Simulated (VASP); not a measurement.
# V (Im-3m) in VASP: further runs

V is run at these levels: PBE; tasks: single point, relaxation of cell and atoms.

Everything below comes from runs of VASP 6.6.1. Logs are shortened: lines on timing, memory, paths and dates and some standing lists are left out, and cuts for length are marked.

### 1 The cell of the first run

Symmetry: Im-3m, No. 229, cubic system. The conventional cell has a = 2.997 Å, b = 2.997 Å, c = 2.997 Å, α = 90.00°, β = 90.00°, γ = 90.00°. V (site symmetry m-3m) has 14 V at 2.60 to 3.00 Å within 3.4 Å.

### 2 Single point, PBE

Input file INCAR:

```
SYSTEM = V
  ALGO = Fast
  EDIFF = 1E-6
  ENCUT = 520
  GGA = PE
  ISIF = 2
  ISMEAR = 0
  LASPH = .True.
  LCHARG = .False.
  LREAL = .False.
  LWAVE = .False.
  NBANDS = 12
  NELM = 80
  PREC = Accurate
  SIGMA = 0.1
```

Input file KPOINTS:

```
k-points
0
Gamma
  60 60 60
  0 0 0
```

Input file POSCAR:

```
V
1.0
   -1.4984052948      1.4984052948      1.4984052948
    1.4984052948     -1.4984052948      1.4984052948
    1.4984052948      1.4984052948     -1.4984052948
V
1
Direct
    0.0000000000      0.0000000000      0.0000000000
```

Potentials or basis: VASP PAW PBE potentials, release 64 (V_sv).

Run with:

```sh
$ cat potpaw_PBE.64/V_sv/POTCAR > POTCAR
$ mpirun -np 1 vasp_std > vasp.out
```

OUTCAR:

```text
SYSTEM = V
   EDIFF = 1E-6
   ENCUT = 520
   GGA = PE
   ISIF = 2
   ISMEAR = 0
   LASPH = .True.
   LREAL = .False.
   NELM = 80
   PREC = Accurate

 ion  position               nearest neighbor table
   1  0.000  0.000  0.000-

  LATTYP: Found a body centered cubic cell.
 ALAT       =     2.9968105896

  Lattice vectors:

 A1 = (  -1.4984052948,   1.4984052948,   1.4984052948)
 A2 = (   1.4984052948,  -1.4984052948,   1.4984052948)
 A3 = (   1.4984052948,   1.4984052948,  -1.4984052948)

Analysis of symmetry for initial positions (statically):
=====================================================================
 Subroutine PRICEL returns:
 Original cell was already a primitive cell.

 Routine SETGRP: Setting up the symmetry group for a
 body centered cubic supercell.

 Subroutine GETGRP returns: Found 48 space group operations
 (whereof 48 operations were pure point group operations)
 out of a pool of 48 trial point group operations.

The static configuration has the point symmetry O_h .

Analysis of symmetry for dynamics (positions and initial velocities):
=====================================================================
 Subroutine PRICEL returns:
 Original cell was already a primitive cell.

 Routine SETGRP: Setting up the symmetry group for a
 body centered cubic supercell.

 Subroutine GETGRP returns: Found 48 space group operations
 (whereof 48 operations were pure point group operations)
 out of a pool of 48 trial point group operations.

The dynamic configuration has the point symmetry O_h .

 Subroutine INISYM returns: Found 48 space group operations
 (whereof 48 operations are pure point group operations),
 and found     1 'primitive' translations

----------------------------------------------------------------------------------------

                                     Primitive cell

  volume of cell :      13.4570

  direct lattice vectors                    reciprocal lattice vectors
    -1.498405295  1.498405295  1.498405295     0.000000000  0.333688089  0.333688089
     1.498405295 -1.498405295  1.498405295     0.333688089  0.000000000  0.333688089
     1.498405295  1.498405295 -1.498405295     0.333688089  0.333688089  0.000000000

  length of vectors
     2.595314101  2.595314101  2.595314101     0.471906222  0.471906222  0.471906222

  position of ions in fractional coordinates (direct lattice)
     0.000000000  0.000000000  0.000000000

  ion indices of the primitive-cell ions
   primitive index   ion index
                 1           1

----------------------------------------------------------------------------------------

 KPOINTS: k-points

Automatic generation of k-mesh.
 Grid dimensions read from file:
 generate k-points for:   60   60   60

 Generating k-lattice:

  Cartesian coordinates                     Fractional coordinates (reciprocal lattice)
     0.000000000  0.005561468  0.005561468     0.016666667  0.000000000  0.000000000
     0.005561468  0.000000000  0.005561468     0.000000000  0.016666667  0.000000000
     0.005561468  0.005561468  0.000000000     0.000000000  0.000000000  0.016666667

  Length of vectors
     0.007865104  0.007865104  0.007865104

  Shift w.r.t. Gamma in fractional coordinates (k-lattice)
     0.000000000  0.000000000  0.000000000

 Subroutine IBZKPT returns following result:
 ===========================================

 Found   5216 irreducible k-points:

 Following reciprocal coordinates:
            Coordinates               Weight
  0.000000  0.000000  0.000000      1.000000
  0.016667  0.000000  0.000000     12.000000
  0.033333  0.000000  0.000000     12.000000
  0.050000  0.000000  0.000000     12.000000
  0.066667  0.000000  0.000000     12.000000
  0.083333  0.000000  0.000000     12.000000
[... 16 lines left out ...]
  0.366667  0.000000  0.000000     12.000000
  0.383333  0.000000  0.000000     12.000000
 [... further k-points ...]
   k-points           NKPTS =   5216   k-points in BZ     NKDIM =   5216   number of bands    NBANDS=     12
   number of dos      NEDOS =    301   number of ions     NIONS =      1
   total plane-waves  NPLWV =   8000
   dimension x,y,z NGX =    20 NGY =   20 NGZ =   20
   dimension x,y,z NGXF=    40 NGYF=   40 NGZF=   40
   ions per type =               1
   NGX,Y,Z   is equivalent  to a cutoff of  12.81, 12.81, 12.81 a.u.
   NGXF,Y,Z  is equivalent  to a cutoff of  25.62, 25.62, 25.62 a.u.
 SYSTEM =  V
   PREC   = accura    normal or accurate (medium, high low for compatibility)
   ISTART =      0    job   : 0-new  1-cont  2-samecut
   ICHARG =      2    charge: 1-file 2-atom 10-const
   ISPIN  =      1    spin polarized calculation?
   LNONCOLLINEAR =      F non collinear calculations
   LSORBIT =      F    spin-orbit coupling
   LASPH  =      T    aspherical Exc in radial PAW
   ENCUT  =  520.0 eV  38.22 Ry    6.18 a.u.   4.83  4.83  4.83*2*pi/ulx,y,z
   NELM   =     80;   NELMIN=  2; NELMDL= -5     # of ELM steps
   EDIFF  = 0.1E-05   stopping-criterion for ELM
   LREAL  =      F    real-space projection
   EDIFFG = 0.1E-04   stopping-criterion for IOM
   NSW    =      0    number of steps for IOM
   IBRION =     -1    ionic relax: 0-MD 1-quasi-New 2-CG
   NFREE  =      0    steps in history (QN), initial steepest desc. (CG)
   ISIF   =      2    stress and relaxation
   ISYM   =      2    0-nonsym 1-usesym 2-fastsym
   POTIM  = 0.5000    time-step for ionic-motion
   TEBEG  =    0.0;   TEEND  =   0.0 temperature during run
   PSTRESS=    0.0 pullay stress
   NELECT =      13.0000    total number of electrons
   NUPDOWN=      -1.0000    fix difference up-down
   EMIN   =  10.00;   EMAX   =-10.00  energy-range for DOS
   EFERMI =   0.00;   METHOD = LEGACY
   ISMEAR =     0;   SIGMA  =   0.10  broadening in eV -4-tet -1-fermi 0-gaus
   EFERMI_NEDOS =   21; number of points for ismear=-14 and -15
   IALGO  =     68    algorithm
   IMIX   =      4    mixing-type and parameters
     AMIX     =   0.40;   BMIX     =  1.00
     AMIX_MAG =   1.60;   BMIX_MAG =  1.00
  volume/ion in A,a.u.               =      13.46        90.81
  Fermi-wavevector in a.u.,A,eV,Ry     =   1.618353  3.058244 35.634572  2.619067
  Thomas-Fermi vector in A             =   2.712630
   LORBIT       =      0    0 simple, 1 ext, 2 COOP (PROOUT), +10 PAW based schemes
   GGA     = PE    functional components
   LHFCALC =     F    Hartree Fock is set to
   AEXX    =    0.0000 exact exchange contribution
   IVDW    =     0    specifies the selected vdW correction
   LEPSILON=     F    determine dielectric tensor
   LRPA    =     F    only Hartree local field effects (RPA)
 non-spin polarized calculation
 RMM-DIIS sequential band-by-band and
 Gauss-broadening in eV      SIGMA  =   0.10
  energy-cutoff  :      520.00
  volume of cell :       13.46
 maximum number of plane-waves:       374
   NGX =  9   NGY =  9   NGZ =  9

 number of electron      12.9999990 magnetization

 Free energy of the ion-electron system (eV)
  ---------------------------------------------------
  ext. energy  EPLUGINS =         0.00000000
  ---------------------------------------------------
  free energy    TOTEN  =        -8.99618187 eV

  energy without entropy =       -8.98717128  energy(sigma->0) =       -8.99167657

 E-fermi :   9.7188     XC(G=0): -12.9099

 val. band max:        9.7187595880   @ k =   0.1000   0.0500   0.0500
 cond. band min:       9.7187860260   @ k =  -0.3667   0.4333   0.0667
 fundamental gap:      0.0000264380
 Fermi energy:         9.7187813544

 k-point     1 :       0.0000    0.0000    0.0000
  band No.  band energies     occupation
      1     -54.0015      2.00000
      2     -27.3006      2.00000
      3     -27.3006      2.00000
      4     -27.3006      2.00000
      5       3.1301      2.00000
      6      10.1299      0.00000
      7      10.1299      0.00000
      8      10.1299      0.00000
      9      12.1416      0.00000
     10      12.1416      0.00000
     11      30.2132      0.00000
     12      30.2132      0.00000

 k-point     2 :       0.0167    0.0000    0.0000
  band No.  band energies     occupation
      1     -54.0009      2.00000
      2     -27.3032      2.00000
      3     -27.3014      2.00000
      4     -27.3006      2.00000
      5       3.1414      2.00000
      6      10.1250      0.00000
      7      10.1291      0.00000
      8      10.1380      0.00000
      9      12.1357      0.00000
     10      12.1419      0.00000
     11      30.1937      0.00000
     12      30.2194      0.00000

 k-point     3 :       0.0333    0.0000    0.0000
  band No.  band energies     occupation
      1     -53.9993      2.00000
      2     -27.3109      2.00000
      3     -27.3038      2.00000
      4     -27.3007      2.00000
      5       3.1754      2.00000
      6      10.1105      0.00000
      7      10.1263      0.00000
      8      10.1621      0.00000
      9      12.1183      0.00000
     10      12.1428      0.00000
     11      30.1915      0.00000
     12      30.2379      0.00000
[... 286 lines left out ...]
 k-point    23 :       0.3667    0.0000    0.0000
  band No.  band energies     occupation
      1     -53.8363      2.00000
      2     -28.0583      2.00000
      3     -27.5365      2.00000
      4     -27.3063      2.00000
      5       6.3918      2.00000
      6       8.8161      2.00000
      7      10.1411      0.00000
      8      12.0537      0.00000
      9      12.4029      0.00000
     10      13.0669      0.00000
     11      22.1839      0.00000
     12      26.4822      0.00000

 k-point    24 :       0.3833    0.0000    0.0000
  band No.  band energies     occupation
      1     -53.8289      2.00000
      2     -28.0906      2.00000
      3     -27.5467      2.00000
      4     -27.3066      2.00000
      5       6.4520      2.00000
      6       8.7644      2.00000
      7      10.3257      0.00000
      8      12.0845      0.00000
      9      12.4235      0.00000
     10      13.2305      0.00000
     11      21.7182      0.00000
     12      26.2860      0.00000

 [... further k-points ...]

------------------------ aborting loop because EDIFF is reached ----------------------------------------

  FORCE on cell =-STRESS in cart. coord.  units (eV):
  Direction    XX          YY          ZZ          XY          YZ          ZX
  --------------------------------------------------------------------------------------
  -------------------------------------------------------------------------------------
  Total        0.0317767      0.0317767      0.0317767      0.0000000     -0.0000000      0.0000000
  in kB        3.7833077      3.7833077      3.7833077      0.0000000     -0.0000000      0.0000000
  external PRESSURE =       3.7833077 kB  Pullay stress =       0.0000000 kB

 VOLUME and BASIS-vectors are now :
 -----------------------------------------------------------------------------
  energy-cutoff  :      520.00
  volume of cell :       13.46
      direct lattice vectors                 reciprocal lattice vectors
    -1.498405295  1.498405295  1.498405295     0.000000000  0.333688089  0.333688089
     1.498405295 -1.498405295  1.498405295     0.333688089  0.000000000  0.333688089
     1.498405295  1.498405295 -1.498405295     0.333688089  0.333688089  0.000000000

 POSITION                                       TOTAL-FORCE (eV/Angst)
 -----------------------------------------------------------------------------------
      0.00000      0.00000      0.00000        -0.000000      0.000000      0.000000
 -----------------------------------------------------------------------------------
    total drift:                                0.000000     -0.000000      0.000000

  FREE ENERGIE OF THE ION-ELECTRON SYSTEM (eV)
  ---------------------------------------------------
  free  energy   TOTEN  =        -8.9961818712 eV

  energy  without entropy=       -8.9871712753  energy(sigma->0) =       -8.99167657
```

Wall time 9.1 min (1 thread of AMD EPYC 7R13 (Zen 3), shared host); peak memory 0.81 GiB.

What came out:

```yaml
Free_energy: -8.9962 eV
Pressure: 0.4 GPa
Band_gap_on_the_k_mesh: zero (an odd number of electrons rules out a gap without spin polarisation)
```

### 3 Relaxation of cell and atoms, PBE

This run uses another cell than the first one, of 13.50 Å³/atom.

Input file INCAR:

```
SYSTEM = V
PREC     = Accurate       ! precision mode
ENCUT    = 600            ! plane-wave cutoff, eV
EDIFF    = 1E-7           ! SCF threshold, eV
ISMEAR   = 0              ! smearing method
SIGMA    = 0.1            ! smearing width, eV
LREAL    = .FALSE.        ! projectors in reciprocal space
LASPH    = .TRUE.         ! aspherical terms in the spheres
NELM     = 60             ! most SCF steps
ALGO     = Fast           ! electronic algorithm
ISIF     = 3              ! what is computed and relaxed
LWAVE    = .FALSE.        ! write WAVECAR
LCHARG   = .FALSE.        ! write CHGCAR
GGA      = PE             ! functional
IBRION   = 2              ! ionic algorithm
NSW      = 80             ! ionic steps
EDIFFG   = -0.003         ! ionic threshold
```

Input file KPOINTS:

```
regular mesh
0
G
  60 60 60
  0 0 0
```

Input file POSCAR:

```
V
1.0
   -1.5000000000      1.5000000000      1.5000000000
    1.5000000000     -1.5000000000      1.5000000000
    1.5000000000      1.5000000000     -1.5000000000
V
1
Direct
    0.0000000000      0.0000000000      0.0000000000
```

Potentials or basis: VASP PAW PBE potentials, release 64 (V_sv).

Run with:

```sh
$ cat potpaw_PBE.64/V_sv/POTCAR > POTCAR
$ mpirun -np 1 vasp_std > vasp.out
```

Run time: 33 min. Hardware: 1 thread of Oxide Virtual Turin-like, shared host; peak memory 0.96 GiB.

It converged, with:

```
Free energy                           : -8.9962 eV
Relaxed volume                        : 13.47 Å³/atom
Relaxed cell                          : a = 2.596 Å, b = 2.596 Å, c = 2.596 Å, α = 109.47°, β = 109.47°, γ = 109.47°
Space group after relaxing (to 0.1 Å) : Im-3m (No. 229)
Energy gained by relaxing             : 0.0 meV/atom
Ionic steps                           : 3
Pressure after relaxing               : 0.0 GPa
Band gap on the k mesh                : zero (an odd number of electrons rules out a gap without spin polarisation)
```

Final structure:
```cif
data_structure
_symmetry_space_group_name_H-M 'P 1'
_symmetry_Int_Tables_number 1
_cell_length_a 2.5961
_cell_length_b 2.5961
_cell_length_c 2.5961
_cell_angle_alpha 109.471
_cell_angle_beta 109.471
_cell_angle_gamma 109.471
_cell_volume 13.47
loop_
_atom_site_label
_atom_site_type_symbol
_atom_site_fract_x
_atom_site_fract_y
_atom_site_fract_z
_atom_site_occupancy
V1 V 0.00000 0.00000 0.00000 1
```

Levels at points of the mesh, in eV from the Fermi level:
```csv
k point,band 4,band 5,band 6,band 7,band 8,band 9,band 10
"(0.00, 0.00, 0.00)",-37.02,-6.59,0.41,0.41,0.41,2.42,2.42
"(0.50, 0.00, 0.00)",-37.03,-3.17,-1.13,1.64,2.42,2.78,4.11
"(0.50, 0.50, 0.50)",-37.64,-2.99,-2.99,3.72,3.72,3.72,10.20
```
